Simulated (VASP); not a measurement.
# Fe (P6_3/mmc) in VASP: a series of runs

Runs on Fe. Level: LDA. Tasks: single point.

All numbers are computed with VASP 6.6.1; they aren't measurements. Logs are shortened: lines on timing, memory, paths and dates and some standing lists are left out, and cuts for length are marked.

## 1. The cell of the first run

Symmetry: P6_3/mmc, No. 194, hexagonal system. Conventional cell: a = 2.308 Å, b = 2.308 Å, c = 3.647 Å, α = 90.00°, β = 90.00°, γ = 120.00°. Fe (site symmetry -6m2) has 12 Fe at 2.26 to 2.31 Å within 3.0 Å.

This isn't the form of Fe at room conditions, which is bcc.

## 2. Single point, LDA (8.41 Å³/atom)

INCAR reads:

```
SYSTEM = Fe
PREC     = Accurate       ! precision mode
ENCUT    = 520            ! plane-wave cutoff, eV
EDIFF    = 1E-6           ! SCF threshold, eV
ISMEAR   = -1             ! smearing method
SIGMA    = 0.1            ! smearing width, eV
LREAL    = .False.        ! projectors in reciprocal space
LASPH    = .True.         ! aspherical terms in the spheres
NELM     = 100            ! most SCF steps
ALGO     = Normal         ! electronic algorithm
ISIF     = 2              ! what is computed and relaxed
LWAVE    = .False.        ! write WAVECAR
LCHARG   = .True.         ! write CHGCAR
GGA      = CA             ! functional
LELF     = .True.         ! ELF
LVHAR    = .True.       
NBANDS   = 15             ! bands
```

KPOINTS reads:

```
regular mesh
0
Gamma
  17 17 9
  0 0 0
```

POSCAR reads:

```
Fe
1.0
    2.3076533463      0.0000000000      0.0000000000
   -1.1538266732      1.9984864210      0.0000000000
    0.0000000000      0.0000000000      3.6469725817
Fe
2
Direct
    0.3333333333      0.6666666667      0.2500000000
    0.6666666667      0.3333333333      0.7500000000
```

Potentials or basis: VASP PAW LDA potentials, release 64 (Fe).

The run is started by

```bash
> cat potpaw_LDA.64/Fe/POTCAR > POTCAR
> mpirun -np 1 vasp_std > vasp.out
```

OUTCAR:

```text
SYSTEM = Fe
   PREC = Accurate
   ENCUT = 520
   EDIFF = 1E-6
   ISMEAR = -1
   LREAL = .False.
   LASPH = .True.
   NELM = 100
   ISIF = 2
   GGA = CA

 ion  position               nearest neighbor table
   1  0.333  0.667  0.250-   2 2.26   2 2.26   2 2.26   2 2.26   2 2.26   2 2.26
   2  0.667  0.333  0.750-   1 2.26   1 2.26   1 2.26   1 2.26   1 2.26   1 2.26

  LATTYP: Found a hexagonal cell.
 ALAT       =     2.3076533463
 C/A-ratio  =     1.5803814674

  Lattice vectors:

 A1 = (   2.3076533463,   0.0000000000,   0.0000000000)
 A2 = (  -1.1538266732,   1.9984864210,   0.0000000000)
 A3 = (   0.0000000000,   0.0000000000,   3.6469725817)

Analysis of symmetry for initial positions (statically):
=====================================================================
 Subroutine PRICEL returns:
 Original cell was already a primitive cell.

 Routine SETGRP: Setting up the symmetry group for a
 hexagonal supercell.

 Subroutine GETGRP returns: Found 24 space group operations
 (whereof 12 operations were pure point group operations)
 out of a pool of 24 trial point group operations.

The static configuration has the point symmetry D_3d.
 The point group associated with its full space group is D_6h.

Analysis of symmetry for dynamics (positions and initial velocities):
=====================================================================
 Subroutine PRICEL returns:
 Original cell was already a primitive cell.

 Routine SETGRP: Setting up the symmetry group for a
 hexagonal supercell.

 Subroutine GETGRP returns: Found 24 space group operations
 (whereof 12 operations were pure point group operations)
 out of a pool of 24 trial point group operations.

The dynamic configuration has the point symmetry D_3d.
 The point group associated with its full space group is D_6h.

 Subroutine INISYM returns: Found 24 space group operations
 (whereof 12 operations are pure point group operations),
 and found     1 'primitive' translations

----------------------------------------------------------------------------------------

                                     Primitive cell

  volume of cell :      16.8192

  direct lattice vectors                    reciprocal lattice vectors
     2.307653346  0.000000000  0.000000000     0.433340650  0.250189341  0.000000000
    -1.153826673  1.998486421  0.000000000     0.000000000  0.500378681  0.000000000
     0.000000000  0.000000000  3.646972582     0.000000000  0.000000000  0.274200032

  length of vectors
     2.307653346  2.307653346  3.646972582     0.500378681  0.500378681  0.274200032

  position of ions in fractional coordinates (direct lattice)
     0.333333333  0.666666667  0.250000000
     0.666666667  0.333333333  0.750000000

  ion indices of the primitive-cell ions
   primitive index   ion index
                 1           1
                 2           2

----------------------------------------------------------------------------------------

 KPOINTS: regular mesh

Automatic generation of k-mesh.
 Grid dimensions read from file:
 generate k-points for:   17   17    9

 Generating k-lattice:

  Cartesian coordinates                     Fractional coordinates (reciprocal lattice)
     0.025490626  0.014717020  0.000000000     0.058823529  0.000000000  0.000000000
     0.000000000  0.029434040  0.000000000     0.000000000  0.058823529  0.000000000
     0.000000000  0.000000000  0.030466670     0.000000000  0.000000000  0.111111111

  Length of vectors
     0.029434040  0.029434040  0.030466670

  Shift w.r.t. Gamma in fractional coordinates (k-lattice)
     0.000000000  0.000000000  0.000000000

 Subroutine IBZKPT returns following result:
 ===========================================

 Found    165 irreducible k-points:

 Following reciprocal coordinates:
            Coordinates               Weight
  0.000000  0.000000  0.000000      1.000000
  0.058824 -0.000000  0.000000      6.000000
  0.117647  0.000000  0.000000      6.000000
  0.176471 -0.000000  0.000000      6.000000
  0.235294  0.000000  0.000000      6.000000
  0.294118 -0.000000  0.000000      6.000000
[... 16 lines left out ...]
  0.411765  0.117647  0.000000     12.000000
  0.176471  0.176471  0.000000      6.000000
 [... further k-points ...]
   k-points           NKPTS =    165   k-points in BZ     NKDIM =    165   number of bands    NBANDS=     15
   number of dos      NEDOS =    301   number of ions     NIONS =      2
   total plane-waves  NPLWV =   9072
   dimension x,y,z NGX =    18 NGY =   18 NGZ =   28
   dimension x,y,z NGXF=    36 NGYF=   36 NGZF=   56
   ions per type =               2
   NGX,Y,Z   is equivalent  to a cutoff of  12.97, 12.97, 12.76 a.u.
   NGXF,Y,Z  is equivalent  to a cutoff of  25.93, 25.93, 25.53 a.u.
 SYSTEM =  Fe
   PREC   = accura    normal or accurate (medium, high low for compatibility)
   ISTART =      0    job   : 0-new  1-cont  2-samecut
   ICHARG =      2    charge: 1-file 2-atom 10-const
   ISPIN  =      1    spin polarized calculation?
   LNONCOLLINEAR =      F non collinear calculations
   LSORBIT =      F    spin-orbit coupling
   LASPH  =      T    aspherical Exc in radial PAW
   ENCUT  =  520.0 eV  38.22 Ry    6.18 a.u.   4.29  4.29  6.78*2*pi/ulx,y,z
   NELM   =    100;   NELMIN=  2; NELMDL= -5     # of ELM steps
   EDIFF  = 0.1E-05   stopping-criterion for ELM
   LREAL  =      F    real-space projection
   EDIFFG = 0.1E-04   stopping-criterion for IOM
   NSW    =      0    number of steps for IOM
   IBRION =     -1    ionic relax: 0-MD 1-quasi-New 2-CG
   NFREE  =      0    steps in history (QN), initial steepest desc. (CG)
   ISIF   =      2    stress and relaxation
   ISYM   =      2    0-nonsym 1-usesym 2-fastsym
   POTIM  = 0.5000    time-step for ionic-motion
   TEBEG  =    0.0;   TEEND  =   0.0 temperature during run
   PSTRESS=    0.0 pullay stress
   NELECT =      16.0000    total number of electrons
   NUPDOWN=      -1.0000    fix difference up-down
   EMIN   =  10.00;   EMAX   =-10.00  energy-range for DOS
   EFERMI =   0.00;   METHOD = LEGACY
   ISMEAR =    -1;   SIGMA  =   0.10  broadening in eV -4-tet -1-fermi 0-gaus
   EFERMI_NEDOS =   21; number of points for ismear=-14 and -15
   IALGO  =     38    algorithm
   IMIX   =      4    mixing-type and parameters
     AMIX     =   0.40;   BMIX     =  1.00
     AMIX_MAG =   1.60;   BMIX_MAG =  1.00
  volume/ion in A,a.u.               =       8.41        56.75
  Fermi-wavevector in a.u.,A,eV,Ry     =   1.610077  3.042605 35.271050  2.592349
  Thomas-Fermi vector in A             =   2.705685
   LORBIT       =      0    0 simple, 1 ext, 2 COOP (PROOUT), +10 PAW based schemes
   GGA     = CA    functional components
   LHFCALC =     F    Hartree Fock is set to
   AEXX    =    0.0000 exact exchange contribution
   IVDW    =     0    specifies the selected vdW correction
   LEPSILON=     F    determine dielectric tensor
   LRPA    =     F    only Hartree local field effects (RPA)
 non-spin polarized calculation
  energy-cutoff  :      520.00
  volume of cell :       16.82
 maximum number of plane-waves:       482
 NGX is ok and might be reduce to    18
   NGX =  9   NGY =  9   NGZ = 13

 number of electron      16.0000007 magnetization

 Free energy of the ion-electron system (eV)
  ---------------------------------------------------
  ext. energy  EPLUGINS =         0.00000000
  ---------------------------------------------------
  free energy    TOTEN  =       -18.48891297 eV

  energy without entropy =      -18.42417938  energy(sigma->0) =      -18.45654618

 E-fermi :   9.2288     XC(G=0): -15.2200

 val. band max:        9.2222938913   @ k =   0.1176   0.0588   0.3333
 cond. band min:       9.2327079596   @ k =   0.4706   0.0588   0.3333
 fundamental gap:      0.0104140683
 Fermi energy:         9.2288055105

 k-point     1 :       0.0000    0.0000    0.0000
  band No.  band energies     occupation
      1      -0.7465      2.00000
      2       2.9864      2.00000
      3       7.0022      2.00000
      4       7.0022      2.00000
      5       7.1865      2.00000
      6       7.6373      2.00000
      7       7.6373      2.00000
      8       8.0989      1.99998
      9       8.0989      1.99998
     10       9.9992      0.00090
     11      10.1714      0.00016
     12      10.1714      0.00016
     13      20.2029      0.00000
     14      32.7225      0.00000
     15      37.0323      0.00000

 k-point     2 :       0.0588   -0.0000    0.0000
  band No.  band energies     occupation
      1      -0.5949      2.00000
      2       3.0896      2.00000
      3       6.7594      2.00000
      4       7.0984      2.00000
      5       7.3902      2.00000
      6       7.5883      2.00000
      7       7.7219      2.00000
      8       7.9799      1.99999
      9       8.0301      1.99999
     10       8.9213      1.91168
     11      10.2062      0.00011
     12      11.4359      0.00000
     13      20.2008      0.00000
     14      32.4077      0.00000
     15      36.0230      0.00000

 k-point     3 :       0.1176    0.0000    0.0000
  band No.  band energies     occupation
      1      -0.1520      2.00000
      2       3.3722      2.00000
      3       6.3926      2.00000
      4       7.3761      2.00000
      5       7.3795      2.00000
      6       7.4233      2.00000
      7       7.7105      2.00000
      8       7.8464      2.00000
      9       7.9678      1.99999
     10       8.2785      1.99985
     11      10.2928      0.00005
     12      12.8912      0.00000
     13      20.1985      0.00000
     14      31.0850      0.00000
     15      34.6381      0.00000

 k-point     4 :       0.1765   -0.0000    0.0000
  band No.  band energies     occupation
      1       0.5423      2.00000
      2       3.7410      2.00000
      3       6.0174      2.00000
      4       6.4582      2.00000
      5       7.2529      2.00000
      6       7.5956      2.00000
      7       7.8224      2.00000
      8       8.0231      1.99999
      9       8.0817      1.99998
     10       8.3523      1.99969
     11      10.3976      0.00002
     12      14.4303      0.00000
     13      20.2031      0.00000
     14      28.7889      0.00000
     15      33.3585      0.00000
[... 307 lines left out ...]
 k-point    22 :       0.3529    0.1176    0.0000
  band No.  band energies     occupation
      1       3.6401      2.00000
      2       3.9892      2.00000
      3       4.0006      2.00000
      4       6.0029      2.00000
      5       6.5508      2.00000
      6       7.2953      2.00000
      7       7.7252      2.00000
      8       9.8435      0.00427
      9      10.2775      0.00006
     10      10.5598      0.00000
     11      11.9400      0.00000
     12      17.7503      0.00000
     13      21.4798      0.00000
     14      22.9642      0.00000
     15      25.0522      0.00000

 k-point    23 :       0.4118    0.1176    0.0000
  band No.  band energies     occupation
      1       3.5957      2.00000
      2       3.8331      2.00000
      3       4.0302      2.00000
      4       6.3257      2.00000
      5       6.5270      2.00000
      6       7.1768      2.00000
      7       7.8685      2.00000
      8      10.2475      0.00008
      9      10.4073      0.00002
     10      10.5700      0.00000
     11      13.0169      0.00000
     12      16.0949      0.00000
     13      22.8474      0.00000
     14      23.5724      0.00000
     15      24.4811      0.00000

 k-point    24 :       0.1765    0.1765    0.0000
  band No.  band energies     occupation
      1       2.6474      2.00000
      2       4.5185      2.00000
      3       4.9007      2.00000
      4       5.0640      2.00000
      5       6.7050      2.00000
      6       7.2404      2.00000
      7       7.7886      2.00000
      8       8.5880      1.99671
      9       9.3663      0.40350
     10      10.0985      0.00033
     11      10.4661      0.00001
     12      18.0972      0.00000
     13      20.4106      0.00000
     14      24.8188      0.00000
     15      25.9290      0.00000

 [... further k-points ...]

------------------------ aborting loop because EDIFF is reached ----------------------------------------

  FORCE on cell =-STRESS in cart. coord.  units (eV):
  Direction    XX          YY          ZZ          XY          YZ          ZX
  --------------------------------------------------------------------------------------
  -------------------------------------------------------------------------------------
  Total        6.1346911      6.1346911      6.3584391     -0.0000000      0.0000000      0.0000000
  in kB      584.3849307    584.3849307    605.6989580     -0.0000000      0.0000000      0.0000000
  external PRESSURE =     591.4896065 kB  Pullay stress =       0.0000000 kB

 VOLUME and BASIS-vectors are now :
 -----------------------------------------------------------------------------
  energy-cutoff  :      520.00
  volume of cell :       16.82
      direct lattice vectors                 reciprocal lattice vectors
     2.307653346  0.000000000  0.000000000     0.433340650  0.250189341  0.000000000
    -1.153826673  1.998486421  0.000000000     0.000000000  0.500378681  0.000000000
     0.000000000  0.000000000  3.646972582     0.000000000  0.000000000  0.274200032

 POSITION                                       TOTAL-FORCE (eV/Angst)
 -----------------------------------------------------------------------------------
     -0.00000      1.33232      0.91174        -0.000000      0.000000      0.000000
      1.15383      0.66616      2.73523         0.000000     -0.000000      0.000000
 -----------------------------------------------------------------------------------
    total drift:                                0.000000     -0.000000     -0.000000

  FREE ENERGIE OF THE ION-ELECTRON SYSTEM (eV)
  ---------------------------------------------------
  free  energy   TOTEN  =       -18.4889129721 eV

  energy  without entropy=      -18.4241793799  energy(sigma->0) =      -18.45654618
```

It took 47 s on 1 thread of Intel Xeon 8259CL, shared host; peak memory 0.14 GiB.

What came out:

```
Free energy            : -18.4889 eV
Pressure               : 59.1 GPa
Band gap on the k mesh : zero (bands 8 and 9 overlap by 2.52 eV)
```

Caveat: the cell stands under pressure; the run has no spin polarisation, though such a crystal can be magnetic.

(Part 1 of 3 ends here.)
